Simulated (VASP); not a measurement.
Wanted: the native input for a VASP 6.6.1 run.

```yaml
Task: single point
Functional: PBEsol
Potentials_or_basis: VASP PAW PBE potentials, release 64 (Be, Te)
Cutoff: 520 eV
k_mesh: 1 × 1 × 15
Occupations: gaussian, width 0.05 eV
Spin: collinear spin, ferromagnetic start
Starting_moments: "[0.5, 0.5, 0.5, 0.5] μB"
Dipole_correction: no
Further_INCAR_settings: ALGO = Normal; EDIFF = 1e-06; NBANDS = 20
```

The structure of BeTe lies in POSCAR:

```
BeTe
1.0
   11.3000000000      0.0000000000      0.0000000000
    0.0000000000      9.3000000000      0.0000000000
    0.0000000000      0.0000000000      4.3692314305
Be Te
2 2
Direct
    0.3985023672      0.5000000000      0.0000000000
    0.6014976328      0.5000000000      0.5000000000
    0.3985023672      0.5000000000      0.5000000000
    0.6014976328      0.5000000000      0.0000000000
```

These files were run (other wordings do the same):

INCAR

```
SYSTEM = BeTe
  PREC = Accurate
  ENCUT = 520
  EDIFF = 1E-6
  ISMEAR = 0
  SIGMA = 0.05
  LREAL = .FALSE.
  LASPH = .TRUE.
  NELM = 150
  ALGO = Normal
  ISIF = 2
  LWAVE = .FALSE.
  LCHARG = .FALSE.
  ISPIN = 2
  MAGMOM = 0.5 0.5 0.5 0.5
  LORBIT = 11
  GGA = PS
  NBANDS = 20
```

KPOINTS

```
Automatic mesh
0
G
  1 1 15
  0 0 0
```

Potentials or basis: VASP PAW PBE potentials, release 64 (Be, Te).

Command:

```bash
$ cat potpaw_PBE.64/Be/POTCAR potpaw_PBE.64/Te/POTCAR > POTCAR
$ mpirun -np 1 vasp_std > vasp.out
```

It gave:

| Property | Result |
| --- | --- |
| Largest force | 2.092 eV/Å |
| Band gap on the k mesh | 2.32 eV, indirect (least direct gap 2.39 eV) |
| Net moment | 0.00 μB per cell |
| Valence electrons inside the program's atomic spheres | Be 1.07; Te 3.62 |

Caveat: the PAW data sets were made with another functional, which shifts forces and pressure a little; spin-orbit coupling is left out, which moves the levels of the heavy elements.

It took 3.9 min on 1 thread of AMD EPYC 7R13 Processor (Zen 3) (shared host), peak memory 0.61 GiB.
